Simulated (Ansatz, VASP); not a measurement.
One calculation of BiB, two programs

The input POSCAR:

```
BiB
1.0
    3.7511786197      0.0000000000      0.0000000000
   -1.8755893098      3.2486159788      0.0000000000
    0.0000000000      0.0000000000      6.0577381946
B Bi
2 2
Direct
    0.0000000000      0.0000000000      0.0000000000
    0.0000000000      0.0000000000      0.5000000000
    0.3333333333      0.6666666667      0.2500000000
    0.6666666667      0.3333333333      0.7500000000
```

INCAR.step1

```
SYSTEM = BiB
  PREC = Accurate
  ENCUT = 520
  ISMEAR = -1
  SIGMA = 0.03
  LREAL = .False.
  LASPH = .True.
  NELM = 100
  NBANDS = 26
  GGA = PE
  ALGO = Normal
  EDIFF = 1E-4
  LWAVE = .True.
  LCHARG = .False.
```

The input INCAR.step2:

```
SYSTEM = BiB
  PREC = Accurate
  ENCUT = 520
  EDIFF = 1E-6
  ISMEAR = -1
  SIGMA = 0.03
  LREAL = .False.
  LASPH = .True.
  NELM = 100
  ALGO = Normal
  ISIF = 2
  LWAVE = .False.
  LCHARG = .False.
  METAGGA = R2SCAN
  LMIXTAU = .True.
  LUSE_VDW = .True.
  IVDW_NL = 2
  BPARAM = 11.95
  CPARAM = 0.0093
  NBANDS = 26
  ISTART = 1
```

File KPOINTS:

```
regular mesh
0
Gamma
  12 12 6
  0 0 0
```

Input for Ansatz:

```yaml
crystal:
  lattice:
    - [3.7511786197, 0.0, 0.0]
    - [-1.8755893098, 3.2486159788, 0.0]
    - [0.0, 0.0, 6.0577381946]
  atoms:
    - { symbol: B, position: [0.0, 0.0, 0.0] }
    - { symbol: B, position: [0.0, 0.0, 0.5] }
    - { symbol: Bi, position: [0.3333333333, 0.6666666667, 0.25] }
    - { symbol: Bi, position: [0.6666666667, 0.3333333333, 0.75] }
kpoints:
  mp_grid: { grid: [12, 12, 6] }
  band_path:
    path:
      - [0.0, 0.0, 0.0]
      - [0.5, 0.0, 0.0]
      - [0.3333333333, 0.3333333333, 0.0]
      - [0.0, 0.0, 0.5]
      - [0.5, 0.0, 0.5]
      - [0.3333333333, 0.3333333333, 0.5]
    npoints: 1
hamiltonian:
  xc: r2scan
  dispersion: rvv10
scf:
  occupations: { method: fermi_dirac, width: 0.03 }
  n_extra_bands: 5
output:
  forces: true
  stress: true
  eigenvalues: true
```

Alike in both runs: task single point; functional r2SCAN; dispersion rVV10; k mesh 12 × 12 × 6; occupations fermi-dirac, width 0.03 eV; no spin polarisation.

|  | VASP | Ansatz |
| --- | --- | --- |
| version | VASP 6.6.1 | Ansatz 0.2.0 |
| potentials or method | VASP PAW PBE potentials, release 64 (B, Bi_d) | plane waves, PAW |
| plane-wave cutoff (eV) | 520 | 500 |
| valence electrons in the cell | 36 | 36 |

|  | VASP | Ansatz | Ansatz less VASP |
| --- | --- | --- | --- |
| pressure (GPa) | 0.2 | 0.0 | -0.25 |
| traceless stress, the component that is largest in VASP (GPa) | 0.87 | 0.88 | +0.018 |

VASP's potentials were made for PBE, not for r2SCAN.

Spin-orbit coupling is off throughout.
